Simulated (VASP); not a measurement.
Write the native input for VASP 6.6.1 that does the following.

| Property | Result |
| --- | --- |
| Task | single point |
| Functional | RPBE |
| Potentials or basis | VASP PAW PBE potentials, release 64 (Pb_d, Se) |
| Cutoff | 520 eV |
| k mesh | 4 × 4 × 4 |
| Occupations | fermi-dirac, width 0.05 eV |
| Spin | no spin polarisation |
| Dipole correction | no |
| Further INCAR settings | ALGO = Normal; EDIFF = 1e-06; NBANDS = 17 |

The structure of PbSe lies in POSCAR:

```
PbSe
1.0
    0.0000000000      3.0606500000      3.0606500000
    3.0606500000      0.0000000000      3.0606500000
    3.0606500000      3.0606500000      0.0000000000
Pb Se
1 1
Direct
    0.0000000000      0.0000000000      0.0000000000
    0.5000000000      0.5000000000      0.5000000000
```

The input as run:

INCAR

```
SYSTEM = PbSe
PREC = Accurate ; ENCUT = 520
EDIFF = 1E-6 ; ISMEAR = -1
SIGMA = 0.05 ; LREAL = .FALSE.
LASPH = .TRUE. ; NELM = 100
ALGO = Normal ; ISIF = 2
LWAVE = .FALSE. ; LCHARG = .FALSE.
GGA = RP ; NBANDS = 17
```

KPOINTS

```
regular mesh
0
G
  4 4 4
  0 0 0
```

Potentials or basis: VASP PAW PBE potentials, release 64 (Pb_d, Se).

The run is started by

```bash
$ cat potpaw_PBE.64/Pb_d/POTCAR potpaw_PBE.64/Se/POTCAR > POTCAR
$ mpirun -np 1 vasp_std > vasp.out
```

It gave:

```json
{
 "Pressure": "4.2 GPa",
 "Band gap on the k mesh": "0.38 eV"
}
```

Caveat: the k points lie up to 0.44 Å⁻¹ apart; the PAW data sets were made with another functional, which shifts forces and pressure a little; spin-orbit coupling is left out, which moves the levels of the heavy elements.

It took 8.8 s on 1 thread of Intel(R) Xeon(R) Platinum 8488C (Sapphire Rapids), with other jobs on the host, peak memory 0.17 GiB.
